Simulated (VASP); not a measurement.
# P in VASP: settings compared

The runs below take P through single point, with PBE0, PBE-based screened hybrid with 25 % exact exchange, b88 exchange, pbe correlation, PBE.

Everything below comes from runs of VASP 6.6.1. Logs are shortened: lines on timing, memory, paths and dates and some standing lists are left out, and cuts for length are marked.

### 1 The cell of the first run

The structure is orthorhombic, space group Cmce (No. 64). Conventional cell: a = 3.295 Å, b = 10.930 Å, c = 4.544 Å, α = 90.00°, β = 90.00°, γ = 90.00°. P (site symmetry m) has 3 P at 2.20 to 2.25 Å within 2.9 Å.

### 2 Single point, PBE0

Input file POSCAR:

```
P
1.0
    1.6477431241     -5.4650377251      0.0000000000
    1.6477431241      5.4650377251      0.0000000000
    0.0000000000      0.0000000000      4.5436355900
P
4
Direct
    0.9041431300      0.0958568700      0.5888151700
    0.0958568700      0.9041431300      0.4111848300
    0.5958568700      0.4041431300      0.0888151700
    0.4041431300      0.5958568700      0.9111848300
```

Input file INCAR.step1:

```
  ALGO = Normal
  EDIFF = 1E-5
  ENCUT = 520
  GGA = PE
  ISIF = 2
  ISMEAR = 1
  LASPH = True
  LREAL = False
  LWAVE = True
  NBANDS = 18
  NELM = 60
  PREC = Accurate
  SIGMA = 0.05
```

Input file INCAR.step2:

```
  AEXX = 0.25
  ALGO = Normal
  EDIFF = 1E-6
  ENCUT = 520
  GGA = PE
  ISIF = 2
  ISMEAR = 1
  ISTART = 1
  LASPH = True
  LCHARG = True
  LELF = True
  LHFCALC = True
  LREAL = False
  LVHAR = True
  LWAVE = False
  NBANDS = 18
  NELM = 60
  PREC = Accurate
  PRECFOCK = Normal
  SIGMA = 0.05
```

Input file KPOINTS:

```
k-points
0
Gamma
  4 4 3
```

Potentials or basis: VASP PAW PBE potentials, release 64 (P).

On the command line:

```bash
> cat potpaw_PBE.64/P/POTCAR > POTCAR
> cp INCAR.step1 INCAR
> mpirun -np 1 vasp_std > vasp.out
> cp INCAR.step2 INCAR
> mpirun -np 1 vasp_std > vasp.out
```

OUTCAR:

```text
AEXX = 0.25
   EDIFF = 1E-6
   ENCUT = 520
   GGA = PE
   ISIF = 2
   ISMEAR = 1
   ISTART = 1
   LASPH = True
   LHFCALC = True
   LREAL = False
   NELM = 60
   PREC = Accurate
   PRECFOCK = Normal

 ion  position               nearest neighbor table
   1  0.904  0.096  0.589-   4 2.20   4 2.20   2 2.25
   2  0.096  0.904  0.411-   3 2.20   3 2.20   1 2.25
   3  0.596  0.404  0.089-   2 2.20   2 2.20   4 2.25
   4  0.404  0.596  0.911-   1 2.20   1 2.20   3 2.25

  LATTYP: Found a base centered orthorhombic cell.
 ALAT       =     3.2954862482
 B/A-ratio  =     3.3166806435
 C/A-ratio  =     1.3787451222

  Lattice vectors:

 A1 = (   1.6477431241,  -5.4650377251,   0.0000000000)
 A2 = (   1.6477431241,   5.4650377251,   0.0000000000)
 A3 = (   0.0000000000,   0.0000000000,   4.5436355900)

Analysis of symmetry for initial positions (statically):
=====================================================================
 Subroutine PRICEL returns:
 Original cell was already a primitive cell.

 Routine SETGRP: Setting up the symmetry group for a
 base centered orthorhombic supercell.

 Subroutine GETGRP returns: Found  8 space group operations
 (whereof  4 operations were pure point group operations)
 out of a pool of  8 trial point group operations.

The static configuration has the point symmetry C_2h.
 The point group associated with its full space group is D_2h.

Analysis of symmetry for dynamics (positions and initial velocities):
=====================================================================
 Subroutine PRICEL returns:
 Original cell was already a primitive cell.

 Routine SETGRP: Setting up the symmetry group for a
 base centered orthorhombic supercell.

 Subroutine GETGRP returns: Found  8 space group operations
 (whereof  4 operations were pure point group operations)
 out of a pool of  8 trial point group operations.

The dynamic configuration has the point symmetry C_2h.
 The point group associated with its full space group is D_2h.

 Subroutine INISYM returns: Found  8 space group operations
 (whereof  4 operations are pure point group operations),
 and found     1 'primitive' translations

----------------------------------------------------------------------------------------

                                     Primitive cell

  volume of cell :      81.8307

  direct lattice vectors                    reciprocal lattice vectors
     1.647743124 -5.465037725  0.000000000     0.303445357 -0.091490677  0.000000000
     1.647743124  5.465037725  0.000000000     0.303445357  0.091490677  0.000000000
     0.000000000  0.000000000  4.543635590     0.000000000  0.000000000  0.220088073

  length of vectors
     5.708037731  5.708037731  4.543635590     0.316937894  0.316937894  0.220088073

  position of ions in fractional coordinates (direct lattice)
     0.904143130  0.095856870  0.588815170
     0.095856870  0.904143130  0.411184830
     0.595856870  0.404143130  0.088815170
     0.404143130  0.595856870  0.911184830

  ion indices of the primitive-cell ions
   primitive index   ion index
                 1           1
                 2           2
                 3           3
                 4           4

----------------------------------------------------------------------------------------

 KPOINTS: k-points

Automatic generation of k-mesh.
 Grid dimensions read from file:
 generate k-points for:    4    4    3

 Generating k-lattice:

  Cartesian coordinates                     Fractional coordinates (reciprocal lattice)
     0.075861339 -0.022872669  0.000000000     0.250000000 -0.000000000  0.000000000
     0.075861339  0.022872669  0.000000000    -0.000000000  0.250000000  0.000000000
     0.000000000  0.000000000  0.073362691     0.000000000  0.000000000  0.333333333

  Length of vectors
     0.079234473  0.079234473  0.073362691

  Shift w.r.t. Gamma in fractional coordinates (k-lattice)
     0.000000000  0.000000000  0.000000000

 Subroutine IBZKPT returns following result:
 ===========================================

 Found     14 irreducible k-points:

 Following reciprocal coordinates:
            Coordinates               Weight
  0.000000  0.000000  0.000000      1.000000
  0.250000  0.000000  0.000000      4.000000
  0.500000  0.000000  0.000000      2.000000
  0.250000  0.250000  0.000000      2.000000
  0.500000  0.250000  0.000000      4.000000
 -0.250000  0.250000  0.000000      2.000000
  0.500000  0.500000  0.000000      1.000000
  0.000000  0.000000  0.333333      2.000000
  0.250000  0.000000  0.333333      8.000000
  0.500000  0.000000  0.333333      4.000000
  0.250000  0.250000  0.333333      4.000000
  0.500000  0.250000  0.333333      8.000000
 -0.250000  0.250000  0.333333      4.000000
  0.500000  0.500000  0.333333      2.000000
   k-points           NKPTS =     14   k-points in BZ     NKDIM =     48   number of bands    NBANDS=     18
   number of dos      NEDOS =    301   number of ions     NIONS =      4
   total plane-waves  NPLWV =  63504
   dimension x,y,z NGX =    42 NGY =   42 NGZ =   36
   dimension x,y,z NGXF=    84 NGYF=   84 NGZF=   72
   ions per type =               4
   NGX,Y,Z   is equivalent  to a cutoff of  12.23, 12.23, 13.17 a.u.
   NGXF,Y,Z  is equivalent  to a cutoff of  24.46, 24.46, 26.34 a.u.
 SYSTEM =  unknown system
   PREC   = accura    normal or accurate (medium, high low for compatibility)
   ISTART =      1    job   : 0-new  1-cont  2-samecut
   ICHARG =      0    charge: 1-file 2-atom 10-const
   ISPIN  =      1    spin polarized calculation?
   LNONCOLLINEAR =      F non collinear calculations
   LSORBIT =      F    spin-orbit coupling
   LASPH  =      T    aspherical Exc in radial PAW
   ENCUT  =  520.0 eV  38.22 Ry    6.18 a.u.  10.61 10.61  8.45*2*pi/ulx,y,z
   NELM   =     60;   NELMIN=  2; NELMDL=  0     # of ELM steps
   EDIFF  = 0.1E-05   stopping-criterion for ELM
   LREAL  =      F    real-space projection
   EDIFFG = 0.1E-04   stopping-criterion for IOM
   NSW    =      0    number of steps for IOM
   IBRION =     -1    ionic relax: 0-MD 1-quasi-New 2-CG
   NFREE  =      0    steps in history (QN), initial steepest desc. (CG)
   ISIF   =      2    stress and relaxation
   ISYM   =      3    0-nonsym 1-usesym 2-fastsym
   POTIM  = 0.5000    time-step for ionic-motion
   TEBEG  =    0.0;   TEEND  =   0.0 temperature during run
   PSTRESS=    0.0 pullay stress
   NELECT =      20.0000    total number of electrons
   NUPDOWN=      -1.0000    fix difference up-down
   EMIN   =  10.00;   EMAX   =-10.00  energy-range for DOS
   EFERMI =   0.00;   METHOD = LEGACY
   ISMEAR =     1;   SIGMA  =   0.05  broadening in eV -4-tet -1-fermi 0-gaus
   EFERMI_NEDOS =   21; number of points for ismear=-14 and -15
   IALGO  =     38    algorithm
   IMIX   =      1    mixing-type and parameters
     AMIX     =   0.40;   BMIX     =  1.00
     AMIX_MAG =   1.60;   BMIX_MAG =  1.00
  volume/ion in A,a.u.               =      20.46       138.06
  Fermi-wavevector in a.u.,A,eV,Ry     =   1.023559  1.934246 14.254450  1.047673
  Thomas-Fermi vector in A             =   2.157299
   LORBIT       =      0    0 simple, 1 ext, 2 COOP (PROOUT), +10 PAW based schemes
   GGA     = PE    functional components
   LHFCALC =     T    Hartree Fock is set to
   PRECFOCK=normal    Normal, Fast or Accurate (Low or Medium for compatibility)
   ENCUT4O =  -1.0   cutoff for four orbital integrals eV
   NKREDX  =     1    reduce k-point grid by
   NKREDY  =     1    reduce k-point grid by
   NKREDZ  =     1    reduce k-point grid by
   AEXX    =    0.2500 exact exchange contribution
   HFSCREEN=    0.0000 screening length (either q_TF or 0.3 A-1)
   HFSCREENC=   0.0000 screening length for correlation (either q_TF or 0.3 A-1)
   ENCUTFOCK=  -1.0 apply spherical cutoff to Coloumb kernel
   IVDW    =     0    specifies the selected vdW correction
   LEPSILON=     F    determine dielectric tensor
   LRPA    =     F    only Hartree local field effects (RPA)
 non-spin polarized calculation
 Methfessel and Paxton  Order N= 1 SIGMA  =   0.05
  energy-cutoff  :      520.00
  volume of cell :       81.83
 maximum number of plane-waves:      2223
  NGX = 32; NGY = 32; NGZ = 28

 number of electron      20.0000004 magnetization

 Free energy of the ion-electron system (eV)
  ---------------------------------------------------
  ext. energy  EPLUGINS =         0.00000000
  ---------------------------------------------------
  free energy    TOTEN  =       -28.06152311 eV

  energy without entropy =      -28.06158351  energy(sigma->0) =      -28.06154325

 E-fermi :   5.2239     XC(G=0):  -7.4611

 val. band max:        5.1818411349   @ k =   0.5000   0.5000   0.0000
 cond. band min:       6.5906978163   @ k =   0.5000   0.5000   0.0000
 fundamental gap:      1.4088566814
 Fermi energy:         5.2239352460

 k-point     1 :       0.0000    0.0000    0.0000
  band No.  band energies     occupation
      1     -12.3759      2.00000
      2      -9.3370      2.00000
      3      -5.7180      2.00000
      4      -2.3349      2.00000
      5      -0.3545      2.00000
      6      -0.3001      2.00000
[... 10 lines left out ...]
     17      13.7648      0.00000
     18      14.2691      0.00000

 k-point     2 :       0.2500    0.0000    0.0000
  band No.  band energies     occupation
      1     -11.5361      2.00000
      2      -8.5300      2.00000
      3      -6.3685      2.00000
      4      -2.3679      2.00000
      5      -1.6083      2.00000
      6      -1.4189      2.00000
[... 10 lines left out ...]
     17      12.3621      0.00000
     18      13.5441      0.00000

 k-point     3 :       0.5000    0.0000    0.0000
  band No.  band energies     occupation
      1      -9.1650      2.00000
      2      -9.1650      2.00000
      3      -6.1218      2.00000
      4      -6.1218      2.00000
      5      -0.9566      2.00000
      6      -0.9566      2.00000
[... 10 lines left out ...]
     17      13.1689      0.00000
     18      13.1689      0.00000

 k-point     4 :       0.2500    0.2500    0.0000
  band No.  band energies     occupation
      1      -9.2227      2.00000
      2      -9.1028      2.00000
      3      -6.2872      2.00000
      4      -5.9543      2.00000
      5      -1.0076      2.00000
      6      -0.9157      2.00000
[... 10 lines left out ...]
     17      13.0849      0.00000
     18      13.6343      0.00000

 k-point     5 :       0.5000    0.2500    0.0000
  band No.  band energies     occupation
      1     -11.4345      2.00000
      2      -8.7804      2.00000
      3      -6.3740      2.00000
      4      -2.2536      2.00000
      5      -1.4315      2.00000
      6      -1.1529      2.00000
[... 10 lines left out ...]
     17      12.2667      0.00000
     18      12.5863      0.00000

 k-point     6 :      -0.2500    0.2500    0.0000
  band No.  band energies     occupation
      1     -12.3051      2.00000
      2      -9.5159      2.00000
      3      -5.6713      2.00000
      4      -2.0466      2.00000
      5      -0.6951      2.00000
      6      -0.5372      2.00000
[... 97 lines left out ...]
 k-point    11 :       0.2500    0.2500    0.3333
  band No.  band energies     occupation
      1      -8.8989      2.00000
      2      -8.8268      2.00000
      3      -6.4592      2.00000
      4      -6.3347      2.00000
      5      -1.4530      2.00000
      6      -1.0531      2.00000
[... 10 lines left out ...]
     17      12.0438      0.00000
     18      13.6065      0.00000

 k-point    12 :       0.5000    0.2500    0.3333
  band No.  band energies     occupation
      1     -10.8655      2.00000
      2      -9.5286      2.00000
      3      -5.8025      2.00000
      4      -3.9821      2.00000
      5      -2.0463      2.00000
      6      -1.1443      2.00000
[... 10 lines left out ...]
     17      12.5470      0.00000
     18      12.8994      0.00000

 k-point    13 :      -0.2500    0.2500    0.3333
  band No.  band energies     occupation
      1     -11.7074      2.00000
      2     -10.2864      2.00000
      3      -5.6376      2.00000
      4      -3.9197      2.00000
      5       0.0738      2.00000
      6       1.0631      2.00000
[... 10 lines left out ...]
     17      13.0210      0.00000
     18      13.2687      0.00000

 k-point    14 :       0.5000    0.5000    0.3333
  band No.  band energies     occupation
      1     -11.6444      2.00000
      2     -10.3174      2.00000
      3      -5.8215      2.00000
      4      -4.1857      2.00000
      5       1.0267      2.00000
      6       1.1118      2.00000
[... 10 lines left out ...]
     17      12.8543      0.00000
     18      12.9562      0.00000

------------------------ aborting loop because EDIFF is reached ----------------------------------------

  FORCE on cell =-STRESS in cart. coord.  units (eV):
  Direction    XX          YY          ZZ          XY          YZ          ZX
  --------------------------------------------------------------------------------------
  -------------------------------------------------------------------------------------
  Total        0.2158337     -0.7524177     -0.6498154      0.0000000      0.0000000      0.0000000
  in kB        4.2258468    -14.7317180    -12.7228497      0.0000000      0.0000000      0.0000000
  external PRESSURE =      -7.7429070 kB  Pullay stress =       0.0000000 kB

 VOLUME and BASIS-vectors are now :
 -----------------------------------------------------------------------------
  energy-cutoff  :      520.00
  volume of cell :       81.83
      direct lattice vectors                 reciprocal lattice vectors
     1.647743124 -5.465037725  0.000000000     0.303445357 -0.091490677  0.000000000
     1.647743124  5.465037725  0.000000000     0.303445357  0.091490677  0.000000000
     0.000000000  0.000000000  4.543635590     0.000000000  0.000000000  0.220088073

 POSITION                                       TOTAL-FORCE (eV/Angst)
 -----------------------------------------------------------------------------------
      1.64774     -4.41731      2.67536         0.000000     -0.208151     -0.032310
      1.64774      4.41731      1.86827         0.000000      0.208151      0.032310
      1.64774     -1.04772      0.40354         0.000000      0.208151     -0.032310
      1.64774      1.04772      4.14009         0.000000     -0.208151      0.032310
 -----------------------------------------------------------------------------------
    total drift:                                0.000000      0.000000      0.000000

  FREE ENERGIE OF THE ION-ELECTRON SYSTEM (eV)
  ---------------------------------------------------
  free  energy   TOTEN  =       -28.0615231144 eV

  energy  without entropy=      -28.0615835092  energy(sigma->0) =      -28.06154325
```

Wall time 15 min (1 thread of Intel Xeon Platinum 8559C (Emerald Rapids), shared host); peak memory 0.24 GiB.

What came out:

```
Free energy            : -28.0615 eV
Pressure               : -0.8 GPa
Largest force          : 0.211 eV/Å
Band gap on the k mesh : 1.41 eV
```

Forces in eV/Å, atoms in the order of the input:
```
P    0.000 -0.208 -0.032
P    0.000  0.208  0.032
P    0.000  0.208 -0.032
P    0.000 -0.208  0.032
```

Stress tensor (GPa, compression positive):
```
 0.42  0.00  0.00
 0.00 -1.47  0.00
 0.00  0.00 -1.27
```

Caveat: the k points lie up to 0.50 Å⁻¹ apart; the PAW data sets were made with another functional, which shifts forces and pressure a little. A k mesh can miss the band edges.

### 3 Single point, PBE-based screened hybrid with 25 % exact exchange

POSCAR is that of step 2.

Input file INCAR.step1:

```
ALGO = Normal
EDIFF = 1E-5
ENCUT = 400
GGA = PE
GGA_COMPAT = F
ISIF = 2
ISMEAR = -1
LASPH = T
LREAL = F
LWAVE = T
NBANDS = 18
NELM = 120
PREC = Accurate
SIGMA = 0.05
```

Input file INCAR.step2:

```
AEXX = 0.25
ALGO = Normal
EDIFF = 1E-6
ENCUT = 400
GGA = PE
GGA_COMPAT = F
HFSCREEN = 0.3
ISIF = 2
ISMEAR = -1
ISTART = 1
LASPH = T
LCHARG = T
LELF = T
LHFCALC = T
LREAL = F
LVHAR = T
LWAVE = F
NBANDS = 18
NELM = 120
PREC = Accurate
PRECFOCK = Normal
SIGMA = 0.05
```

KPOINTS is that of step 2.

Potentials or basis: VASP PAW PBE potentials, release 64 (P).

On the command line:

```bash
> cat potpaw_PBE.64/P/POTCAR > POTCAR
> cp INCAR.step1 INCAR
> mpirun -np 1 vasp_std > vasp.out
> cp INCAR.step2 INCAR
> mpirun -np 1 vasp_std > vasp.out
```

Run time: 18 min. Hardware: 1 thread of AMD EPYC 7R43 (Zen 3), shared host; peak memory 0.27 GiB.

Results (log left out):

```yaml
Free_energy: -24.8329 eV
Pressure: -0.3 GPa
Largest_force: 0.180 eV/Å
Band_gap_on_the_k_mesh: 0.55 eV
```

Forces on the atoms (eV/Å):
```
P    0.000 -0.171 -0.056
P    0.000  0.171  0.056
P    0.000  0.171 -0.056
P    0.000 -0.171  0.056
```

Stress tensor (GPa, compression positive):
```
 0.94  0.00  0.00
 0.00 -1.01  0.00
 0.00  0.00 -0.79
```

Levels at points of the mesh, in eV from the valence-band top:
```
           k point  band 6  band 7  band 8  band 9  band 10  band 11  band 12  band 13  band 14  band 15
(0.00, 0.00, 0.00)   -5.33   -4.42   -3.01   -2.81    -1.33     1.02     1.54     2.54     3.52     6.29
(0.50, 0.00, 0.00)   -6.04   -3.73   -3.73   -2.86    -2.86     1.14     1.14     1.94     1.94     3.97
(0.50, 0.50, 0.00)   -6.03   -4.53   -2.64   -1.73     0.00     0.55     1.28     2.79     3.39     5.74
```

Caveat: the k points lie up to 0.50 Å⁻¹ apart; the PAW data sets were made with another functional, which shifts forces and pressure a little. A k mesh can miss the band edges.

### 4 Single point, b88 exchange, pbe correlation

Input file INCAR:

```
SYSTEM = P
PREC = Accurate ; ENCUT = 500
EDIFF = 1E-6 ; ISMEAR = -1
SIGMA = 0.05 ; LREAL = .FALSE.
LASPH = .TRUE. ; NELM = 120
ALGO = Normal ; ISIF = 2
LWAVE = .FALSE. ; LCHARG = .FALSE.
GGA = LIBXC ; LIBXC1 = GGA_X_B88
LIBXC2 = GGA_C_PBE ; NBANDS = 18
GGA_COMPAT = .FALSE.
```

Input file KPOINTS:

```
regular mesh
0
G
  8 8 6
  0 0 0
```

Input file POSCAR:

```
P
1.0
    1.6477431250     -5.4650377250      0.0000000000
    1.6477431250      5.4650377250      0.0000000000
    0.0000000000      0.0000000000      4.5436355900
P
4
Direct
    0.9041431300      0.0958568700      0.5888151700
    0.5958568700      0.4041431300      0.0888151700
    0.4041431300      0.5958568700      0.9111848300
    0.0958568700      0.9041431300      0.4111848300
```

On the command line:

```bash
> cat potpaw_PBE.64/P/POTCAR > POTCAR
> mpirun -np 1 vasp_std > vasp.out
```

Run time: 2 min. Hardware: 1 thread of Intel Xeon Platinum 8259CL at 2.50GHz (Skylake/Cascade Lake), shared host; peak memory 0.27 GiB.

The run converged. Its results:

```
Free energy            : -20.8714 eV
Pressure               : 1.8 GPa
Largest force          : 0.296 eV/Å
Band gap on the k mesh : 0.12 eV
```

Forces in eV/Å, atoms in the order of the input:
```
P    0.000  0.141 -0.260
P    0.000 -0.141 -0.260
P    0.000  0.141  0.260
P    0.000 -0.141  0.260
```

Stress tensor (GPa, compression positive):
```
1.62 0.00 0.00
0.00 1.74 0.00
0.00 0.00 1.92
```

Levels at points of the mesh, in eV from the valence-band top:
```csv
k point,band 6,band 7,band 8,band 9,band 10,band 11,band 12,band 13,band 14,band 15
"(0.00, 0.00, 0.00)",-4.90,-4.08,-2.79,-2.59,-1.23,0.57,1.02,1.90,2.81,5.38
"(0.50, 0.00, 0.00)",-5.60,-3.40,-3.40,-2.66,-2.66,0.66,0.66,1.47,1.47,3.31
"(0.50, 0.50, 0.00)",-5.52,-4.17,-2.43,-1.60,0.00,0.12,0.78,2.12,2.71,5.13
"(0.00, 0.00, 0.50)",-4.40,-3.29,-3.29,-1.67,-1.67,1.43,1.43,2.89,2.89,4.56
"(0.50, 0.00, 0.50)",-5.67,-5.32,-5.32,-1.83,-1.83,1.66,1.66,3.42,3.42,4.94
"(0.50, 0.50, 0.50)",-3.32,-2.80,-2.80,-1.98,-1.98,1.41,1.41,2.56,2.56,3.13
```

Caveat: semilocal functionals underestimate gaps, and a narrow one can read as zero; the PAW data sets were made with another functional, which shifts forces and pressure a little.

(Continued in part 2 of 2.)
